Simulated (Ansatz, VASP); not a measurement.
**SiC: VASP beside Ansatz**

```
Si C
1.0
     0.00000    2.12210    2.12210
     2.12210    0.00000    2.12210
     2.12210    2.12210    0.00000
Si C
1 1
Cartesian
  0.0000 0.0000 0.0000
  1.0611 1.0611 1.0611
```

Alike in both runs: task single point; functional PBE; k mesh 10 × 10 × 10; occupations gaussian, width 0.02 eV; no spin polarisation.

|  | VASP | Ansatz |
| --- | --- | --- |
| version | VASP 6.6.1 | Ansatz 0.2.0 |
| potentials or method | VASP PAW PBE potentials, release 64 (Si, C), cutoff 600 eV | scalar-relativistic, plane waves, PAW |
| valence electrons in the cell | 8 | 8 |

|  | VASP | Ansatz | Ansatz less VASP |
| --- | --- | --- | --- |
| gap on the k mesh at the Fermi level (eV) | 1.28 | 1.28 | +0.002 |
| least direct gap on the mesh (eV) | 4.62 | 4.62 | +0.006 |
| pressure (GPa) | 23.8 | 24.1 | +0.26 |

With one functional, cell and mesh, what is left measures potentials, basis and numerics.
